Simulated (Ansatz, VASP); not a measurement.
Two plane-wave programs on Fe

INCAR

```
PREC     = Accurate       # precision mode
ENCUT    = 600            # plane-wave cutoff, eV
EDIFF    = 1E-6           # SCF threshold, eV
ISMEAR   = -1             # smearing method
SIGMA    = 0.05           # smearing width, eV
LREAL    = False          # projectors in reciprocal space
LASPH    = True           # aspherical terms in the spheres
NELM     = 200            # most SCF steps
ALGO     = Normal         # electronic algorithm
ISIF     = 2              # what is computed and relaxed
LWAVE    = False          # write WAVECAR
LCHARG   = False          # write CHGCAR
ISPIN    = 2              # spin polarisation
MAGMOM   = 1.988          # initial moments
LORBIT   = 11             # projections on sites
LMAXMIX  = 4              # l up to which the mixer works
NBANDS   = 18             # bands
GGA_COMPAT= False
```

File KPOINTS:

```
regular mesh
0
Gamma
  4 4 4
```

POSCAR

```
Fe
1.0
   -1.3745984210      1.3745984210      1.3745984210
    1.3745984210     -1.3745984210      1.3745984210
    1.3745984210      1.3745984210     -1.3745984210
Fe
1
Direct
    0.0000000000      0.0000000000      0.0000000000
```

Input for Ansatz:

```yaml
crystal:
  lattice:
    - [-1.374598421, 1.374598421, 1.374598421]
    - [1.374598421, -1.374598421, 1.374598421]
    - [1.374598421, 1.374598421, -1.374598421]
  atoms:
    - { symbol: Fe, position: [0.0, 0.0, 0.0], spin: 1.988 }
hamiltonian:
  xc: lda
  pseudopotentials:
    kind: paw
    azcp:
      Fe: "pseudopotentials/Fe.paw.azcp"
basis:
  ecutwfc: 420
  fft_grid_basis: typed
kpoints:
  mp_grid: { grid: [4, 4, 4], shift: [0, 0, 0] }
magnetization:
  spin_polarized: true
scf:
  occupations: { method: fermi_dirac, width: 0.05 }
  lower_state_search: "off"
output:
  stress: true
```

Alike in both runs: task single point; functional LDA; k mesh 4 × 4 × 4; occupations fermi-dirac, width 0.05 eV; collinear spin.

|  | VASP | Ansatz |
| --- | --- | --- |
| version | VASP 6.6.1 | Ansatz 0.2.0 |
| potentials or method | VASP PAW LDA potentials, release 64 (Fe_sv), cutoff 600 eV | plane waves (420 eV) with PAW, scalar-relativistic |
| valence electrons in the cell | 16 | 16 |

```csv
,VASP,Ansatz,Ansatz less VASP
pressure (GPa),-8.1,-4.3,+3.73
net moment per atom (μB),1.85,1.87,+0.020
size of the moment on the site where the two differ most (μB),1.77,1.83,+0.058
```

Ansatz warns that its potentials were made for another functional, while VASP's fit it. LDA's correlation is that of Perdew and Zunger in VASP and of Perdew and Wang (1992) in Ansatz. Site moments also hang on the region over which each program counts them.

The k mesh is coarse, so the values compare programs but aren't converged.
